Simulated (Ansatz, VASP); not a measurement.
## Two plane-wave programs on SiW

INCAR

```
SYSTEM = SiW
  PREC = Accurate
  ENCUT = 520
  EDIFF = 1E-7
  ISMEAR = -1
  SIGMA = 0.08
  LREAL = .FALSE.
  LASPH = .TRUE.
  NELM = 60
  ALGO = Normal
  ISIF = 2
  LWAVE = .FALSE.
  LCHARG = .FALSE.
  GGA = PE
  NBANDS = 16
```

Contents of KPOINTS:

```
Automatic mesh
0
G
  11 11 11
  0 0 0
```

Contents of POSCAR:

```
SiW
1.0
    0.0000000000      2.2161142538      2.2161142538
    2.2161142538      0.0000000000      2.2161142538
    2.2161142538      2.2161142538      0.0000000000
W Si
1 1
Direct
    0.0000000000      0.0000000000      0.0000000000
    0.2500000000      0.2500000000      0.2500000000
```

Input for Ansatz:

```yaml
crystal:
  lattice:
    - [0.0, 2.2161142538, 2.2161142538]
    - [2.2161142538, 0.0, 2.2161142538]
    - [2.2161142538, 2.2161142538, 0.0]
  atoms:
    - { symbol: W, position: [0.0, 0.0, 0.0] }
    - { symbol: Si, position: [0.25, 0.25, 0.25] }
kpoints:
  mp_grid: { grid: [11, 11, 11] }
scf:
  occupations: { method: fermi_dirac, width: 0.08 }
hamiltonian:
  xc: pbe
  pseudopotentials: { kind: paw }
output:
  forces: true
  stress: true
  eigenvalues: true
  populations: true
```

Change from the starting cell: volume scaled by 0.5, PAW files.

Alike in both runs: task single point; functional PBE; k mesh 11 × 11 × 11; occupations fermi-dirac, width 0.08 eV; no spin polarisation.

```csv
,VASP,Ansatz
version,VASP 6.6.1,Ansatz 0.2.0
potentials or method,"VASP PAW PBE potentials, release 64 (W_sv, Si)","PAW with Ansatz's default frozen-core files, scalar-relativistic"
plane-wave cutoff (eV),520,420
valence electrons in the cell,18,18
```

Ansatz gave:

```
pressure (GPa) : 273.2
```

Question: What did VASP give for the same quantities?

Answer: Pressure (GPa): 276.3.

Both programs put the cell under a high pressure, so it lies far from rest at this level.

Neither program's run includes spin-orbit coupling. Noted on VASP's run: the cell as given lies far from equilibrium.
